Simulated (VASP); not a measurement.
Write the native input for VASP 6.6.1 that does the following.

```
Task                   : single point
Functional             : PBE
Potentials or basis    : VASP PAW PBE potentials, release 64 (Co)
Cutoff                 : 520 eV
k mesh                 : 16 × 16 × 4
Occupations            : gaussian, width 0.05 eV
Spin                   : collinear spin, ferromagnetic start
Starting moments       : [1.5, 1.5, 1.5, 1.5] μB
Dipole correction      : no
Further INCAR settings : ALGO = Normal; EDIFF = 1e-06; NBANDS = 30
```

The structure of Co lies in POSCAR:

```
Co
1.0
    2.4937131618      0.0000000000      0.0000000000
   -1.2468565809      2.1596189479      0.0000000000
    0.0000000000      0.0000000000      8.0601803516
Co
4
Direct
    0.3333333333      0.6666666667      0.1250000000
    0.6666666667      0.3333333333      0.3750000000
    0.3333333333      0.6666666667      0.6250000000
    0.6666666667      0.3333333333      0.8750000000
```

One way to write it, as run:

INCAR

```
  PREC = Accurate
  ENCUT = 520
  EDIFF = 1E-6
  ISMEAR = 0
  SIGMA = 0.05
  LREAL = F
  LASPH = T
  NELM = 150
  ALGO = Normal
  ISIF = 2
  LWAVE = F
  LCHARG = F
  ISPIN = 2
  MAGMOM = 1.5 1.5 1.5 1.5
  LORBIT = 11
  LMAXMIX = 4
  GGA = PE
  NBANDS = 30
```

KPOINTS

```
regular mesh
0
Gamma
  16 16 4
```

Potentials or basis: VASP PAW PBE potentials, release 64 (Co).

Run with:

```console
$ cat potpaw_PBE.64/Co/POTCAR > POTCAR
$ mpirun -np 1 vasp_std > vasp.out
```

It gave:

```
Pressure                                              : -1.1 GPa
Net moment                                            : 6.30 μB per cell
Site moments                                          : Co +1.60 μB
Valence electrons inside the program's atomic spheres : Co 8.27
```

Run time: 100 s on 1 thread of Intel(R) Xeon(R) 6975P-C (Granite Rapids), with other jobs on the host, peak memory 0.28 GiB.
